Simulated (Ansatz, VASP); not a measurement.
# CdSe: VASP beside Ansatz

```
Cd Se
1.0
     0.00000    2.58909    2.58909
     2.58909    0.00000    2.58909
     2.58909    2.58909    0.00000
Cd Se
1 1
Cartesian
  0.0000 0.0000 0.0000
  1.2945 1.2945 1.2945
```

Change from the starting cell: volume scaled by 0.64, LAPW.

Alike in both runs: task single point; functional LDA; k mesh 11 × 11 × 11; occupations fermi-dirac, width 0.05 eV; no spin polarisation.

```csv
,VASP,Ansatz
version,VASP 6.6.1,Ansatz 0.2.0
potentials or method,"VASP PAW LDA potentials, release 64 (Cd, Se), cutoff 500 eV","all-electron LAPW, scalar-relativistic"
```

```csv
,VASP,Ansatz,Ansatz less VASP
pressure (GPa),76.4,73.4,-2.93
```

LDA's correlation is that of Perdew and Zunger in VASP and of Perdew and Wang (1992) in Ansatz. Both programs put the cell under a high pressure, so it lies far from rest at this level. Ansatz ran all-electron here, and VASP with PAW potentials.

Noted on VASP's run: the cell as given lies far from equilibrium.
